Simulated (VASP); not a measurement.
# Na (Fd-3m) in VASP: single point with LDA

Aim: the single point of Na with LDA.

Program: VASP 6.6.1. These are calculated values, not measurements. Logs are shortened: lines on timing, memory, paths and dates and some standing lists are left out, and cuts for length are marked.

## (1) The cell of the first run

The structure is cubic, space group Fd-3m (No. 227). Conventional cell: a = 7.301 Å, b = 7.301 Å, c = 7.301 Å, α = 90.00°, β = 90.00°, γ = 90.00°. Na (site symmetry -43m) has 4 Na at 3.16 Å within 4.2 Å.

This isn't the form of Na at room conditions, which is bcc.

## (2) Single point, LDA

The input, INCAR:

```
SYSTEM = Na
PREC = Accurate
ENCUT = 520
EDIFF = 1E-7
ISMEAR = -1
SIGMA = 0.13605693000000002
LREAL = .FALSE.
LASPH = .TRUE.
NELM = 100
ALGO = Normal
ISIF = 2
LWAVE = .FALSE.
LCHARG = .FALSE.
NBANDS = 14
```

The input, KPOINTS:

```
regular mesh
0
G
  8 8 8
  0 0 0
```

The input, POSCAR:

```
Na
1.0
    0.0000000000      3.6507223190      3.6507223190
    3.6507223190      0.0000000000      3.6507223190
    3.6507223190      3.6507223190      0.0000000000
Na
2
Direct
    0.0000000000      0.0000000000      0.0000000000
    0.2500000000      0.2500000000      0.2500000000
```

Potentials or basis: VASP PAW LDA potentials, release 64 (Na_pv).

The run is started by

```console
$ cat potpaw_LDA.64/Na_pv/POTCAR > POTCAR
$ mpirun -np 1 vasp_std > vasp.out
```

OUTCAR:

```text
SYSTEM = Na
   PREC = Accurate
   ENCUT = 520
   EDIFF = 1E-7
   ISMEAR = -1
   LREAL = .FALSE.
   LASPH = .TRUE.
   NELM = 100
   ISIF = 2

 ion  position               nearest neighbor table
   1  0.000  0.000  0.000-
   2  0.250  0.250  0.250-

  LATTYP: Found a face centered cubic cell.
 ALAT       =     7.3014446380

  Lattice vectors:

 A1 = (   0.0000000000,   3.6507223190,   3.6507223190)
 A2 = (   3.6507223190,   0.0000000000,   3.6507223190)
 A3 = (   3.6507223190,   3.6507223190,   0.0000000000)

Analysis of symmetry for initial positions (statically):
=====================================================================
 Subroutine PRICEL returns:
 Original cell was already a primitive cell.

 Routine SETGRP: Setting up the symmetry group for a
 face centered cubic supercell.

 Subroutine GETGRP returns: Found 48 space group operations
 (whereof 24 operations were pure point group operations)
 out of a pool of 48 trial point group operations.

The static configuration has the point symmetry T_d .
 The point group associated with its full space group is O_h .

Analysis of symmetry for dynamics (positions and initial velocities):
=====================================================================
 Subroutine PRICEL returns:
 Original cell was already a primitive cell.

 Routine SETGRP: Setting up the symmetry group for a
 face centered cubic supercell.

 Subroutine GETGRP returns: Found 48 space group operations
 (whereof 24 operations were pure point group operations)
 out of a pool of 48 trial point group operations.

The dynamic configuration has the point symmetry T_d .
 The point group associated with its full space group is O_h .

 Subroutine INISYM returns: Found 48 space group operations
 (whereof 24 operations are pure point group operations),
 and found     1 'primitive' translations

----------------------------------------------------------------------------------------

                                     Primitive cell

  volume of cell :      97.3120

  direct lattice vectors                    reciprocal lattice vectors
     0.000000000  3.650722319  3.650722319    -0.136959198  0.136959198  0.136959198
     3.650722319  0.000000000  3.650722319     0.136959198 -0.136959198  0.136959198
     3.650722319  3.650722319  0.000000000     0.136959198  0.136959198 -0.136959198

  length of vectors
[... 91 lines left out ...]
   TEBEG  =    0.0;   TEEND  =   0.0 temperature during run
   PSTRESS=    0.0 pullay stress
   NELECT =      14.0000    total number of electrons
   NUPDOWN=      -1.0000    fix difference up-down
   EMIN   =  10.00;   EMAX   =-10.00  energy-range for DOS
   EFERMI =   0.00;   METHOD = LEGACY
   ISMEAR =    -1;   SIGMA  =   0.14  broadening in eV -4-tet -1-fermi 0-gaus
   EFERMI_NEDOS =   21; number of points for ismear=-14 and -15
   IALGO  =     38    algorithm
   IMIX   =      4    mixing-type and parameters
     AMIX     =   0.40;   BMIX     =  1.00
     AMIX_MAG =   1.60;   BMIX_MAG =  1.00
  volume/ion in A,a.u.               =      48.66       328.35
  Fermi-wavevector in a.u.,A,eV,Ry     =   0.857818  1.621042 10.011881  0.735852
  Thomas-Fermi vector in A             =   1.974929
   LORBIT       =      0    0 simple, 1 ext, 2 COOP (PROOUT), +10 PAW based schemes
   GGA     = CA    functional components
   LHFCALC =     F    Hartree Fock is set to
   AEXX    =    0.0000 exact exchange contribution
   IVDW    =     0    specifies the selected vdW correction
   LEPSILON=     F    determine dielectric tensor
   LRPA    =     F    only Hartree local field effects (RPA)
 non-spin polarized calculation
  energy-cutoff  :      520.00
  volume of cell :       97.31
 maximum number of plane-waves:      2685
 NGX is ok and might be reduce to    40
   NGX = 19   NGY = 19   NGZ = 19

 number of electron      13.9999984 magnetization

 Free energy of the ion-electron system (eV)
  ---------------------------------------------------
  ext. energy  EPLUGINS =         0.00000000
  ---------------------------------------------------
  free energy    TOTEN  =        -2.23401933 eV

  energy without entropy =       -2.17218709  energy(sigma->0) =       -2.20310321

 E-fermi :  -0.5434     XC(G=0):  -5.9295

 val. band max:       -0.5688032420   @ k =   0.5000   0.1250   0.0000
 cond. band min:      -0.5386648367   @ k =  -0.3750   0.2500   0.1250
 fundamental gap:      0.0301384053
 Fermi energy:        -0.5433916496

 k-point     1 :       0.0000    0.0000    0.0000
  band No.  band energies     occupation
      1     -25.9413      2.00000
      2     -25.9413      2.00000
      3     -25.9413      2.00000
      4     -25.8926      2.00000
      5     -25.8926      2.00000
      6     -25.8926      2.00000
      7      -3.2708      2.00000
      8       4.3528      0.00000
      9       4.3528      0.00000
     10       4.3528      0.00000
     11       4.6909      0.00000
     12       4.6909      0.00000
     13       4.6909      0.00000
     14       6.6087      0.00000
[... 377 lines left out ...]
      1     -25.9514      2.00000
      2     -25.9485      2.00000
      3     -25.9308      2.00000
      4     -25.9041      2.00000
      5     -25.8856      2.00000
      6     -25.8833      2.00000
      7      -1.0413      1.94981
      8      -0.5387      0.98263
      9       1.7601      0.00000
     10       2.1194      0.00000
     11       4.5174      0.00000
     12       4.8616      0.00000
     13       6.7578      0.00000
     14       7.3790      0.00000

 [... further k-points ...]

------------------------ aborting loop because EDIFF is reached ----------------------------------------

  FORCE on cell =-STRESS in cart. coord.  units (eV):
  Direction    XX          YY          ZZ          XY          YZ          ZX
  --------------------------------------------------------------------------------------
  -------------------------------------------------------------------------------------
  Total       -0.0082990     -0.0082990     -0.0082990     -0.0000000     -0.0000000      0.0000000
  in kB       -0.1366371     -0.1366371     -0.1366371     -0.0000000     -0.0000000      0.0000000
  external PRESSURE =      -0.1366371 kB  Pullay stress =       0.0000000 kB

 VOLUME and BASIS-vectors are now :
 -----------------------------------------------------------------------------
  energy-cutoff  :      520.00
  volume of cell :       97.31
      direct lattice vectors                 reciprocal lattice vectors
     0.000000000  3.650722319  3.650722319    -0.136959198  0.136959198  0.136959198
     3.650722319  0.000000000  3.650722319     0.136959198 -0.136959198  0.136959198
     3.650722319  3.650722319  0.000000000     0.136959198  0.136959198 -0.136959198

 POSITION                                       TOTAL-FORCE (eV/Angst)
 -----------------------------------------------------------------------------------
      0.00000      0.00000      0.00000         0.000000      0.000000      0.000000
      1.82536      1.82536      1.82536        -0.000000     -0.000000     -0.000000
 -----------------------------------------------------------------------------------
    total drift:                               -0.000000     -0.000000      0.000000

  FREE ENERGIE OF THE ION-ELECTRON SYSTEM (eV)
  ---------------------------------------------------
  free  energy   TOTEN  =        -2.2340193253 eV

  energy  without entropy=       -2.1721870868  energy(sigma->0) =       -2.20310321
```

It took 50 s on 1 thread of Intel Xeon 8259CL, shared host; peak memory 0.19 GiB.

Results:

```
Free energy            : -2.2340 eV
Pressure               : 0.0 GPa
Band gap on the k mesh : zero (bands 7 and 8 overlap by 0.81 eV)
```
